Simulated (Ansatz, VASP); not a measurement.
One calculation of Ga3W, two programs

```
Ga W
1.0
     5.48823    0.00000    0.00000
    -2.74411    4.75294    0.00000
     0.00000    0.00000    4.83734
Ga W
6 2
Direct
  0.33660 0.16830 0.75000
  0.83170 0.16830 0.75000
  0.83170 0.66340 0.75000
  0.66340 0.83170 0.25000
  0.16830 0.83170 0.25000
  0.16830 0.33660 0.25000
  0.66667 0.33333 0.25000
  0.33333 0.66667 0.75000
```

Change from the starting cell: species swapped into the Pr3Ho type (P6_3/mmc, No. 194).

Alike in both runs: functional PBE; k mesh 3 × 3 × 4; occupations gaussian, width 0.1 eV; no spin polarisation.

Ansatz relaxed the structure, and its values are those at the end. VASP's run is a single point on that final structure, the one shown.

|  | VASP | Ansatz |
| --- | --- | --- |
| version | VASP 6.6.1 | Ansatz 0.2.0 |
| potentials or method | VASP PAW PBE potentials, release 64 (Ga_d, W_sv), cutoff 520 eV | scalar-relativistic, plane waves, PAW |
| valence electrons in the cell | 106 | 106 |

|  | VASP | Ansatz | Ansatz less VASP |
| --- | --- | --- | --- |
| gap on the k mesh at the Fermi level (eV) | none | none | - |
| pressure (GPa) | 0.4 | 0.1 | -0.29 |
| rms of the force components (eV/Å) | 0.017 | 0.016 | -0.0011 |

A gap of «none» marks a metal or a gap that the smearing closes. With one functional, cell and mesh, what is left measures potentials, basis and numerics.

The k mesh is coarse, so the values compare programs but aren't converged. Neither program's run includes spin-orbit coupling.
